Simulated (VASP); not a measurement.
# Cu (P-1) in VASP: single point with PBE0

Aim: the single point of Cu with PBE0.

Everything below comes from runs of VASP 6.6.1. Logs are shortened: lines on timing, memory, paths and dates and some standing lists are left out, and cuts for length are marked.

## (1) The cell of the first run

The typed cell holds 1 atom: a = 2.558 Å, b = 2.588 Å, c = 2.554 Å, α = 60.33°, β = 59.75°, γ = 60.16°.

## (2) Single point, PBE0

POSCAR reads:

```
Cu
1.0
    0.0059178904      1.8086306949      1.8092624284
    1.8265043427     -0.0180153120      1.8327018757
    1.8033702281      1.8088230245      0.0055465653
Cu
1
Direct
    0.0000000000      0.0000000000      0.0000000000
```

INCAR.step1 reads:

```
PREC = Accurate ; ENCUT = 520
EDIFF = 1E-5 ; ISMEAR = -1
SIGMA = 0.05 ; LREAL = F
LASPH = T ; NELM = 80
ALGO = Normal ; ISIF = 2
LWAVE = T ; LCHARG = F
NBANDS = 12 ; GGA = PE
```

INCAR.step2 reads:

```
PREC = Accurate ; ENCUT = 520
EDIFF = 1E-6 ; ISMEAR = -1
SIGMA = 0.05 ; LREAL = F
LASPH = T ; NELM = 80
ALGO = Normal ; ISIF = 2
LWAVE = F ; LCHARG = F
GGA = PE ; LHFCALC = T
AEXX = 0.25 ; PRECFOCK = Normal
NBANDS = 12 ; ISTART = 1
```

KPOINTS reads:

```
regular mesh
0
Gamma
  7 6 7
```

Potentials or basis: VASP PAW PBE potentials, release 64 (Cu).

The run is started by

```console
$ cat potpaw_PBE.64/Cu/POTCAR > POTCAR
$ cp INCAR.step1 INCAR
$ mpirun -np 1 vasp_std > vasp.out
$ cp INCAR.step2 INCAR
$ mpirun -np 1 vasp_std > vasp.out
```

OUTCAR:

```text
PREC = Accurate
   ENCUT = 520
   EDIFF = 1E-6
   ISMEAR = -1
   LREAL = F
   LASPH = T
   NELM = 80
   ISIF = 2
   GGA = PE
   LHFCALC = T
   AEXX = 0.25
   PRECFOCK = Normal
   ISTART = 1

 ion  position               nearest neighbor table
   1  0.000  0.000  0.000-

  LATTYP: Found a triclinic cell.
 ALAT       =     2.5464143139
 B/A-ratio  =     1.0046454856
 C/A-ratio  =     1.0147081121
 COS(alpha) =     0.0002820610
 COS(beta)  =     0.4946257518
 COS(gamma) =     0.4992687289

  Lattice vectors:

 A1 = (   1.7974523377,   0.0001923296,  -1.8037158631)
 A2 = (  -0.0059178904,  -1.8086306949,  -1.8092624284)
 A3 = (  -0.0231341146,   1.8268383365,  -1.8271553104)

Analysis of symmetry for initial positions (statically):
=====================================================================
 Subroutine PRICEL returns:
 Original cell was already a primitive cell.

 Routine SETGRP: Setting up the symmetry group for a
 triclinic supercell.

 Subroutine GETGRP returns: Found  2 space group operations
 (whereof  2 operations were pure point group operations)
 out of a pool of  2 trial point group operations.

The static configuration has the point symmetry S_2 .

Analysis of symmetry for dynamics (positions and initial velocities):
=====================================================================
 Subroutine PRICEL returns:
 Original cell was already a primitive cell.

 Routine SETGRP: Setting up the symmetry group for a
 triclinic supercell.

 Subroutine GETGRP returns: Found  2 space group operations
 (whereof  2 operations were pure point group operations)
 out of a pool of  2 trial point group operations.

The dynamic configuration has the point symmetry S_2 .

 Subroutine INISYM returns: Found  2 space group operations
 (whereof  2 operations are pure point group operations),
 and found     1 'primitive' translations

----------------------------------------------------------------------------------------

                                     Primitive cell

  volume of cell :      11.9759

  direct lattice vectors                    reciprocal lattice vectors
     0.005917890  1.808630695  1.809262428    -0.276816628  0.275127898  0.278585020
     1.826504343 -0.018015312  1.832701876     0.272430374 -0.272441507  0.271455291
     1.803370228  1.808823025  0.005546565     0.279500516  0.275033607 -0.275851789

  length of vectors
     2.558243645  2.587515958  2.554215276     0.479512689  0.471307392  0.479435327

  position of ions in fractional coordinates (direct lattice)
     0.000000000  0.000000000  0.000000000

  ion indices of the primitive-cell ions
   primitive index   ion index
                 1           1

----------------------------------------------------------------------------------------

 KPOINTS: regular mesh

Automatic generation of k-mesh.
 Grid dimensions read from file:
 generate k-points for:    7    6    7

 Generating k-lattice:

  Cartesian coordinates                     Fractional coordinates (reciprocal lattice)
    -0.039545233  0.039303985  0.039797860     0.142857143  0.000000000 -0.000000000
     0.045405062 -0.045406918  0.045242548     0.000000000  0.166666667  0.000000000
     0.039928645  0.039290515 -0.039407398    -0.000000000 -0.000000000  0.142857143

  Length of vectors
     0.068501813  0.078551232  0.068490761

  Shift w.r.t. Gamma in fractional coordinates (k-lattice)
     0.000000000  0.000000000  0.000000000

 Subroutine IBZKPT returns following result:
 ===========================================

 Found    148 irreducible k-points:

 Following reciprocal coordinates:
            Coordinates               Weight
  0.000000  0.000000  0.000000      1.000000
  0.142857 -0.000000  0.000000      2.000000
  0.285714  0.000000  0.000000      2.000000
  0.428571  0.000000  0.000000      2.000000
  0.000000  0.166667  0.000000      2.000000
  0.142857  0.166667  0.000000      2.000000
[... 16 lines left out ...]
  0.000000  0.000000  0.142857      2.000000
  0.142857  0.000000  0.142857      2.000000
 [... further k-points ...]
   k-points           NKPTS =    148   k-points in BZ     NKDIM =    294   number of bands    NBANDS=     12
   number of dos      NEDOS =    301   number of ions     NIONS =      1
   total plane-waves  NPLWV =   8000
   dimension x,y,z NGX =    20 NGY =   20 NGZ =   20
   dimension x,y,z NGXF=    40 NGYF=   40 NGZF=   40
   ions per type =               1
   NGX,Y,Z   is equivalent  to a cutoff of  13.00, 12.85, 13.02 a.u.
   NGXF,Y,Z  is equivalent  to a cutoff of  25.99, 25.70, 26.03 a.u.
 SYSTEM =  unknown system
   PREC   = accura    normal or accurate (medium, high low for compatibility)
   ISTART =      1    job   : 0-new  1-cont  2-samecut
   ICHARG =      0    charge: 1-file 2-atom 10-const
   ISPIN  =      1    spin polarized calculation?
   LNONCOLLINEAR =      F non collinear calculations
   LSORBIT =      F    spin-orbit coupling
   LASPH  =      T    aspherical Exc in radial PAW
   ENCUT  =  520.0 eV  38.22 Ry    6.18 a.u.   4.76  4.81  4.75*2*pi/ulx,y,z
   NELM   =     80;   NELMIN=  2; NELMDL=  0     # of ELM steps
   EDIFF  = 0.1E-05   stopping-criterion for ELM
   LREAL  =      F    real-space projection
   EDIFFG = 0.1E-04   stopping-criterion for IOM
   NSW    =      0    number of steps for IOM
   IBRION =     -1    ionic relax: 0-MD 1-quasi-New 2-CG
   NFREE  =      0    steps in history (QN), initial steepest desc. (CG)
   ISIF   =      2    stress and relaxation
   ISYM   =      3    0-nonsym 1-usesym 2-fastsym
   POTIM  = 0.5000    time-step for ionic-motion
   TEBEG  =    0.0;   TEEND  =   0.0 temperature during run
   PSTRESS=    0.0 pullay stress
   NELECT =      11.0000    total number of electrons
   NUPDOWN=      -1.0000    fix difference up-down
   EMIN   =  10.00;   EMAX   =-10.00  energy-range for DOS
   EFERMI =   0.00;   METHOD = LEGACY
   ISMEAR =    -1;   SIGMA  =   0.05  broadening in eV -4-tet -1-fermi 0-gaus
   EFERMI_NEDOS =   21; number of points for ismear=-14 and -15
   IALGO  =     38    algorithm
   IMIX   =      1    mixing-type and parameters
     AMIX     =   0.40;   BMIX     =  1.00
     AMIX_MAG =   1.60;   BMIX_MAG =  1.00
  volume/ion in A,a.u.               =      11.98        80.82
  Fermi-wavevector in a.u.,A,eV,Ry     =   1.591364  3.007241 34.455918  2.532438
  Thomas-Fermi vector in A             =   2.689915
   LORBIT       =      0    0 simple, 1 ext, 2 COOP (PROOUT), +10 PAW based schemes
   GGA     = PE    functional components
   LHFCALC =     T    Hartree Fock is set to
   PRECFOCK=normal    Normal, Fast or Accurate (Low or Medium for compatibility)
   ENCUT4O =  -1.0   cutoff for four orbital integrals eV
   NKREDX  =     1    reduce k-point grid by
   NKREDY  =     1    reduce k-point grid by
   NKREDZ  =     1    reduce k-point grid by
   AEXX    =    0.2500 exact exchange contribution
   HFSCREEN=    0.0000 screening length (either q_TF or 0.3 A-1)
   HFSCREENC=   0.0000 screening length for correlation (either q_TF or 0.3 A-1)
   ENCUTFOCK=  -1.0 apply spherical cutoff to Coloumb kernel
   IVDW    =     0    specifies the selected vdW correction
   LEPSILON=     F    determine dielectric tensor
   LRPA    =     F    only Hartree local field effects (RPA)
 non-spin polarized calculation
  energy-cutoff  :      520.00
  volume of cell :       11.98
 maximum number of plane-waves:       332
  NGX = 16; NGY = 16; NGZ = 16

 number of electron      10.9999997 magnetization

 Free energy of the ion-electron system (eV)
  ---------------------------------------------------
  ext. energy  EPLUGINS =         0.00000000
  ---------------------------------------------------
  free energy    TOTEN  =        -3.89433403 eV

  energy without entropy =       -3.89385753  energy(sigma->0) =       -3.89409578

 E-fermi :   6.8461     XC(G=0):  -9.8491

 val. band max:        6.3528896217   @ k =   0.1429  -0.3333   0.1429
 cond. band min:       6.8461690555   @ k =   0.2857  -0.1667   0.2857
 fundamental gap:      0.4932794337
 Fermi energy:         6.8460847153

 k-point     1 :       0.0000    0.0000    0.0000
  band No.  band energies     occupation
      1      -3.4984      2.00000
      2       2.2964      2.00000
      3       2.3684      2.00000
      4       2.4024      2.00000
      5       3.1554      2.00000
      6       3.1713      2.00000
      7      31.1620      0.00000
      8      33.6302      0.00000
      9      34.3558      0.00000
     10      34.5467      0.00000
     11      36.2600      0.00000
     12      36.9411      0.00000

 k-point     2 :       0.1429   -0.0000    0.0000
  band No.  band energies     occupation
      1      -2.6726      2.00000
      2       2.2494      2.00000
      3       2.4282      2.00000
      4       2.5241      2.00000
      5       3.1264      2.00000
      6       3.1395      2.00000
      7      26.9592      0.00000
      8      31.5605      0.00000
      9      32.5018      0.00000
     10      32.9718      0.00000
     11      38.0643      0.00000
     12      38.7053      0.00000

 k-point     3 :       0.2857    0.0000    0.0000
  band No.  band energies     occupation
      1      -0.6104      2.00000
      2       2.3799      2.00000
      3       2.4215      2.00000
      4       2.5282      2.00000
      5       3.3915      2.00000
      6       3.4218      2.00000
      7      19.5990      0.00000
      8      30.5361      0.00000
      9      31.3174      0.00000
     10      31.6696      0.00000
     11      36.3617      0.00000
     12      36.6749      0.00000
[... 286 lines left out ...]
 k-point    23 :       0.0000    0.0000    0.1429
  band No.  band energies     occupation
      1      -2.6728      2.00000
      2       2.2477      2.00000
      3       2.4366      2.00000
      4       2.5170      2.00000
      5       3.1272      2.00000
      6       3.1391      2.00000
      7      26.9516      0.00000
      8      31.5800      0.00000
      9      32.4988      0.00000
     10      32.9672      0.00000
     11      38.0865      0.00000
     12      38.6768      0.00000

 k-point    24 :       0.1429    0.0000    0.1429
  band No.  band energies     occupation
      1      -2.4190      2.00000
      2       2.0612      2.00000
      3       2.5829      2.00000
      4       2.6547      2.00000
      5       2.9244      2.00000
      6       3.2797      2.00000
      7      28.9823      0.00000
      8      29.4593      0.00000
      9      29.9345      0.00000
     10      31.2773      0.00000
     11      36.1203      0.00000
     12      40.6315      0.00000

 [... further k-points ...]

------------------------ aborting loop because EDIFF is reached ----------------------------------------

  FORCE on cell =-STRESS in cart. coord.  units (eV):
  Direction    XX          YY          ZZ          XY          YZ          ZX
  --------------------------------------------------------------------------------------
  -------------------------------------------------------------------------------------
  Total       -0.0369919      0.0466844     -0.0656909     -0.0239073     -0.0227184     -0.0228565
  in kB       -4.9488987      6.2455907     -8.7883403     -3.1983931     -3.0393452     -3.0578126
  external PRESSURE =      -2.4972161 kB  Pullay stress =       0.0000000 kB

 VOLUME and BASIS-vectors are now :
 -----------------------------------------------------------------------------
  energy-cutoff  :      520.00
  volume of cell :       11.98
      direct lattice vectors                 reciprocal lattice vectors
     0.005917890  1.808630695  1.809262428    -0.276816628  0.275127898  0.278585020
     1.826504343 -0.018015312  1.832701876     0.272430374 -0.272441507  0.271455291
     1.803370228  1.808823025  0.005546565     0.279500516  0.275033607 -0.275851789

 POSITION                                       TOTAL-FORCE (eV/Angst)
 -----------------------------------------------------------------------------------
      0.00000      0.00000      0.00000         0.000000     -0.000000      0.000000
 -----------------------------------------------------------------------------------
    total drift:                               -0.000000     -0.000000      0.000000

  FREE ENERGIE OF THE ION-ELECTRON SYSTEM (eV)
  ---------------------------------------------------
  free  energy   TOTEN  =        -3.8943340288 eV

  energy  without entropy=       -3.8938575302  energy(sigma->0) =       -3.89409578
```

Wall time 48 min (1 thread of Intel Xeon Platinum 8488C (Sapphire Rapids), shared host); peak memory 0.15 GiB.

What came out:

* Free energy: -3.8943 eV
* Pressure: -0.2 GPa
* Band gap on the k mesh: zero (an odd number of electrons rules out a gap without spin polarisation)

Caveat: the k points lie up to 0.49 Å⁻¹ apart, too coarse for converged energies and pressures of a metal; the PAW data sets were made with another functional, which shifts forces and pressure a little.
